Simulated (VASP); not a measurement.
# Hg (Fd-3m) in VASP: further runs

The runs below take Hg through single point, with PBE.

Everything below comes from runs of VASP 6.6.1. Logs are shortened: lines on timing, memory, paths and dates and some standing lists are left out, and cuts for length are marked.

## 1. The cell of the first run

It takes space group Fd-3m (No. 227, cubic). The conventional cell has a = 7.518 Å, b = 7.518 Å, c = 7.518 Å, α = 90.00°, β = 90.00°, γ = 90.00°. Within 4.3 Å of Hg (site symmetry -43m) lie 4 Hg at 3.26 Å.

## 2. Single point, PBE

File INCAR:

```
SYSTEM = Hg
ALGO     = Normal         ! electronic algorithm
EDIFF    = 1E-6           ! SCF threshold, eV
ENCUT    = 520            ! plane-wave cutoff, eV
GGA      = PE             ! functional
ISIF     = 2              ! what is computed and relaxed
ISMEAR   = -1             ! smearing method
LASPH    = .TRUE.         ! aspherical terms in the spheres
LCHARG   = .TRUE.         ! write CHGCAR
LELF     = .TRUE.         ! ELF
LREAL    = .FALSE.        ! projectors in reciprocal space
LVHAR    = .TRUE.       
LWAVE    = .FALSE.        ! write WAVECAR
NBANDS   = 19             ! bands
NELM     = 100            ! most SCF steps
PREC     = Accurate       ! precision mode
SIGMA    = 0.06122561905347299 ! smearing width, eV
```

File KPOINTS:

```
k-points
0
G
  13 13 13
  0 0 0
```

File POSCAR:

```
Hg
1.0
    0.0000000000      3.7589742326      3.7589742326
    3.7589742326      0.0000000000      3.7589742326
    3.7589742326      3.7589742326      0.0000000000
Hg
2
Direct
    0.0000000000      0.0000000000      0.0000000000
    0.2500000000      0.2500000000      0.2500000000
```

Potentials or basis: VASP PAW PBE potentials, release 64 (Hg).

Command:

```
> cat potpaw_PBE.64/Hg/POTCAR > POTCAR
> mpirun -np 1 vasp_std > vasp.out
```

OUTCAR:

```text
SYSTEM = Hg
   EDIFF = 1E-6
   ENCUT = 520
   GGA = PE
   ISIF = 2
   ISMEAR = -1
   LASPH = .TRUE.
   LREAL = .FALSE.
   NELM = 100
   PREC = Accurate

 ion  position               nearest neighbor table
   1  0.000  0.000  0.000-   2 3.26   2 3.26   2 3.26   2 3.26
   2  0.250  0.250  0.250-   1 3.26   1 3.26   1 3.26   1 3.26

  LATTYP: Found a face centered cubic cell.
 ALAT       =     7.5179484652

  Lattice vectors:

 A1 = (   0.0000000000,   3.7589742326,   3.7589742326)
 A2 = (   3.7589742326,   0.0000000000,   3.7589742326)
 A3 = (   3.7589742326,   3.7589742326,   0.0000000000)

Analysis of symmetry for initial positions (statically):
=====================================================================
 Subroutine PRICEL returns:
 Original cell was already a primitive cell.

 Routine SETGRP: Setting up the symmetry group for a
 face centered cubic supercell.

 Subroutine GETGRP returns: Found 48 space group operations
 (whereof 24 operations were pure point group operations)
 out of a pool of 48 trial point group operations.

The static configuration has the point symmetry T_d .
 The point group associated with its full space group is O_h .

Analysis of symmetry for dynamics (positions and initial velocities):
=====================================================================
 Subroutine PRICEL returns:
 Original cell was already a primitive cell.

 Routine SETGRP: Setting up the symmetry group for a
 face centered cubic supercell.

 Subroutine GETGRP returns: Found 48 space group operations
 (whereof 24 operations were pure point group operations)
 out of a pool of 48 trial point group operations.

The dynamic configuration has the point symmetry T_d .
 The point group associated with its full space group is O_h .

 Subroutine INISYM returns: Found 48 space group operations
 (whereof 24 operations are pure point group operations),
 and found     1 'primitive' translations

----------------------------------------------------------------------------------------

                                     Primitive cell

  volume of cell :     106.2278

  direct lattice vectors                    reciprocal lattice vectors
     0.000000000  3.758974233  3.758974233    -0.133015011  0.133015011  0.133015011
     3.758974233  0.000000000  3.758974233     0.133015011 -0.133015011  0.133015011
     3.758974233  3.758974233  0.000000000     0.133015011  0.133015011 -0.133015011

  length of vectors
     5.315992340  5.315992340  5.315992340     0.230388758  0.230388758  0.230388758

[... 78 lines left out ...]
   ENCUT  =  520.0 eV  38.22 Ry    6.18 a.u.   9.88  9.88  9.88*2*pi/ulx,y,z
   NELM   =    100;   NELMIN=  2; NELMDL= -5     # of ELM steps
   EDIFF  = 0.1E-05   stopping-criterion for ELM
   LREAL  =      F    real-space projection
   EDIFFG = 0.1E-04   stopping-criterion for IOM
   NSW    =      0    number of steps for IOM
   IBRION =     -1    ionic relax: 0-MD 1-quasi-New 2-CG
   NFREE  =      0    steps in history (QN), initial steepest desc. (CG)
   ISIF   =      2    stress and relaxation
   ISYM   =      2    0-nonsym 1-usesym 2-fastsym
   POTIM  = 0.5000    time-step for ionic-motion
   TEBEG  =    0.0;   TEEND  =   0.0 temperature during run
   PSTRESS=    0.0 pullay stress
   NELECT =      24.0000    total number of electrons
   NUPDOWN=      -1.0000    fix difference up-down
   EMIN   =  10.00;   EMAX   =-10.00  energy-range for DOS
   EFERMI =   0.00;   METHOD = LEGACY
   ISMEAR =    -1;   SIGMA  =   0.06  broadening in eV -4-tet -1-fermi 0-gaus
   EFERMI_NEDOS =   21; number of points for ismear=-14 and -15
   IALGO  =     38    algorithm
   IMIX   =      4    mixing-type and parameters
     AMIX     =   0.40;   BMIX     =  1.00
     AMIX_MAG =   1.60;   BMIX_MAG =  1.00
  volume/ion in A,a.u.               =      53.11       358.43
  Fermi-wavevector in a.u.,A,eV,Ry     =   0.997086  1.884219 13.526643  0.994180
  Thomas-Fermi vector in A             =   2.129218
   LORBIT       =      0    0 simple, 1 ext, 2 COOP (PROOUT), +10 PAW based schemes
   GGA     = PE    functional components
   LHFCALC =     F    Hartree Fock is set to
   AEXX    =    0.0000 exact exchange contribution
   IVDW    =     0    specifies the selected vdW correction
   LEPSILON=     F    determine dielectric tensor
   LRPA    =     F    only Hartree local field effects (RPA)
 non-spin polarized calculation
  energy-cutoff  :      520.00
  volume of cell :      106.23
 maximum number of plane-waves:      2872
   NGX = 19   NGY = 19   NGZ = 19

 number of electron      24.0000001 magnetization

 Free energy of the ion-electron system (eV)
  ---------------------------------------------------
  ext. energy  EPLUGINS =         0.00000000
  ---------------------------------------------------
  free energy    TOTEN  =        -0.21239292 eV

  energy without entropy =       -0.21043591  energy(sigma->0) =       -0.21141442

 E-fermi :  -0.3775     XC(G=0):  -6.5828

 val. band max:       -0.4138255188   @ k =   0.0769   0.0000   0.0000
 cond. band min:      -0.2445035006   @ k =   0.0000   0.0000   0.0000
 fundamental gap:      0.1693220182
 Fermi energy:        -0.3774822260

 k-point     1 :       0.0000    0.0000    0.0000
  band No.  band energies     occupation
      1      -7.5016      2.00000
      2      -7.5016      2.00000
      3      -7.5016      2.00000
      4      -7.4623      2.00000
      5      -7.4623      2.00000
      6      -6.9469      2.00000
[... 505 lines left out ...]
      6      -7.2127      2.00000
[... 11 lines left out ...]
     18       6.1875      0.00000
     19       7.5594      0.00000

 [... further k-points ...]

------------------------ aborting loop because EDIFF is reached ----------------------------------------

  FORCE on cell =-STRESS in cart. coord.  units (eV):
  Direction    XX          YY          ZZ          XY          YZ          ZX
  --------------------------------------------------------------------------------------
  -------------------------------------------------------------------------------------
  Total        0.0686098      0.0686098      0.0686098     -0.0000000     -0.0000000     -0.0000000
  in kB        1.0348057      1.0348057      1.0348057     -0.0000000     -0.0000000     -0.0000000
  external PRESSURE =       1.0348057 kB  Pullay stress =       0.0000000 kB

 VOLUME and BASIS-vectors are now :
 -----------------------------------------------------------------------------
  energy-cutoff  :      520.00
  volume of cell :      106.23
      direct lattice vectors                 reciprocal lattice vectors
     0.000000000  3.758974233  3.758974233    -0.133015011  0.133015011  0.133015011
     3.758974233  0.000000000  3.758974233     0.133015011 -0.133015011  0.133015011
     3.758974233  3.758974233  0.000000000     0.133015011  0.133015011 -0.133015011

 POSITION                                       TOTAL-FORCE (eV/Angst)
 -----------------------------------------------------------------------------------
      0.00000      0.00000      0.00000         0.000000      0.000000      0.000000
      1.87949      1.87949      1.87949        -0.000000     -0.000000     -0.000000
 -----------------------------------------------------------------------------------
    total drift:                               -0.000000     -0.000000      0.000000

  FREE ENERGIE OF THE ION-ELECTRON SYSTEM (eV)
  ---------------------------------------------------
  free  energy   TOTEN  =        -0.2123929250 eV

  energy  without entropy=       -0.2104359128  energy(sigma->0) =       -0.21141442
```

OSZICAR:

```text
N       E                     dE             d eps       ncg     rms          rms(c)
DAV:   1     0.161348262674E+03    0.16135E+03   -0.10853E+04  3200   0.107E+03
DAV:   2     0.494621260831E+01   -0.15640E+03   -0.14821E+03  3308   0.273E+02
DAV:   3    -0.203026456266E+00   -0.51492E+01   -0.51287E+01  3675   0.535E+01
DAV:   4    -0.218889036064E+00   -0.15863E-01   -0.15861E-01  3411   0.317E+00
DAV:   5    -0.218964338404E+00   -0.75302E-04   -0.75302E-04  3499   0.185E-01    0.135E+00
DAV:   6    -0.211653211888E+00    0.73111E-02   -0.27236E-02  3449   0.144E+00    0.110E+00
DAV:   7    -0.212044299083E+00   -0.39109E-03   -0.39456E-03  3347   0.456E-01    0.547E-01
DAV:   8    -0.212368327942E+00   -0.32403E-03   -0.47844E-04  3362   0.198E-01    0.171E-02
DAV:   9    -0.212388485478E+00   -0.20158E-04   -0.16614E-05  3490   0.327E-02    0.708E-03
DAV:  10    -0.212393000292E+00   -0.45148E-05   -0.62476E-06  3276   0.190E-02    0.100E-03
DAV:  11    -0.212392924980E+00    0.75312E-07   -0.76000E-08  2033   0.223E-03
   1 F= -.21239292E+00 E0= -.21141442E+00  d E =-.195701E-02
```

stdout:

```text
POSCAR found type information on POSCAR Hg
 POSCAR found :  1 types and       2 ions
 scaLAPACK will be used
 LDA part: xc-table for (Slater+PW92), standard interpolation
 POSCAR, INCAR and KPOINTS ok, starting setup
 FFT: planning ... GRIDC
 FFT: planning ... GRID_SOFT
 FFT: planning ... GRID
 WAVECAR not read
 entering main loop
```

It took 3.4 min on 1 thread of Intel Xeon 8259CL, shared host; peak memory 0.32 GiB.

Results:

- Free energy: -0.2124 eV
- Pressure: 0.1 GPa

Caveat: spin-orbit coupling is left out, which moves the levels of the heavy elements.

## 3. Single point, PBE

This run uses another cell than the first one, of 54.24 Å³/atom.

File INCAR:

```
SYSTEM = Hg
  ALGO = Normal
  EDIFF = 1E-7
  ENCUT = 520
  GGA = PE
  ISIF = 2
  ISMEAR = -1
  LASPH = .True.
  LCHARG = .False.
  LREAL = .False.
  LWAVE = .False.
  NBANDS = 19
  NELM = 60
  PREC = Accurate
  SIGMA = 0.06122561905347299
```

File KPOINTS:

```
k-points
0
Gamma
  13 13 13
  0 0 0
```

File POSCAR:

```
Hg
1.0
    0.0000000000      3.7854467543      3.7854467543
    3.7854467543      0.0000000000      3.7854467543
    3.7854467543      3.7854467543      0.0000000000
Hg
2
Direct
    0.0000000000      0.0000000000      0.0000000000
    0.2500000000      0.2500000000      0.2500000000
```

Potentials or basis: VASP PAW PBE potentials, release 64 (Hg).

Command:

```
> cat potpaw_PBE.64/Hg/POTCAR > POTCAR
> mpirun -np 1 vasp_std > vasp.out
```

Wall time 3.6 min (1 thread of Intel Xeon 8259CL, shared host); peak memory 0.32 GiB.

The run converged. Its results:

* Free energy: -0.2142 eV
* Pressure: 0.1 GPa

Levels at points of the mesh, in eV from the Fermi level:
| k point | band 8 | band 9 | band 10 | band 11 | band 12 | band 13 | band 14 | band 15 | band 16 | band 17 |
| --- | --- | --- | --- | --- | --- | --- | --- | --- | --- | --- |
| (0.00, 0.00, 0.00) | -6.54 | -6.44 | -6.44 | -6.14 | 0.04 | 3.37 | 3.37 | 3.37 | 4.68 | 4.68 |

Caveat: spin-orbit coupling is left out, which moves the levels of the heavy elements.
